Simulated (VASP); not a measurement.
Runs of VASP 6.6.1 on In. The structure is that of space group Fd-3m (No. 227), or close to it. The cells are those of the table. This isn't the form of In at room conditions, which is tetragonal.

| task | cell | k mesh | cutoff (eV) | gap on the mesh (eV) | pressure (GPa) |
| --- | --- | --- | --- | --- | --- |
| single point | a = 4.792 Å, angles 60.0°, 2 atoms | 9 × 9 × 9 | 520 | none | 0.7 |
| single point | a = 4.984 Å, angles 60.0°, 2 atoms | 9 × 9 × 9 | 520 | none | -1.0 |
| single point | a = 4.858 Å, angles 60.0°, 2 atoms | 13 × 13 × 13 | 520 | none | 0.0 |
| single point | a = 4.725 Å, angles 60.0°, 2 atoms | 9 × 9 × 9 | 520 | none | 1.8 |
| single point | a = 4.858 Å, angles 60.0°, 2 atoms | 8 × 8 × 8 | 520 | none | 0.0 |
| single point | a = 4.655 Å, angles 60.0°, 2 atoms | 9 × 9 × 9 | 520 | none | 3.1 |
| single point | a = 5.045 Å, angles 60.0°, 2 atoms | 9 × 9 × 9 | 520 | none | (b) |
| single point | a = 4.858 Å, angles 60.0°, 2 atoms | 9 × 9 × 9 | 520 | none | -0.1 |
| single point | a = 4.922 Å, angles 60.0°, 2 atoms | 9 × 9 × 9 | 520 | none | (a) |
| relaxation of cell and atoms | relaxed from a = 4.639 Å, angles 60.0°, 2 atoms | 8 × 8 × 8 | 600 | none | 0.0 |

Alike in all rows: level RPBE; potentials or basis VASP PAW PBE potentials, release 64 (In_d); no spin polarisation; smearing fermi-dirac 0.1 eV.

Problem. Fill in the values left out.

Solution. (a) -0.6; (b) -1.3.

Caveats: the PAW data sets were made with another functional, which shifts forces and pressure a little; spin-orbit coupling is left out, which moves the levels of the heavy elements; the cell stands under pressure (at least some runs).

A k mesh can miss the band edges, and the runs leave out spin-orbit coupling on In.

A gap of «none» marks levels without a gap at the run's occupations.
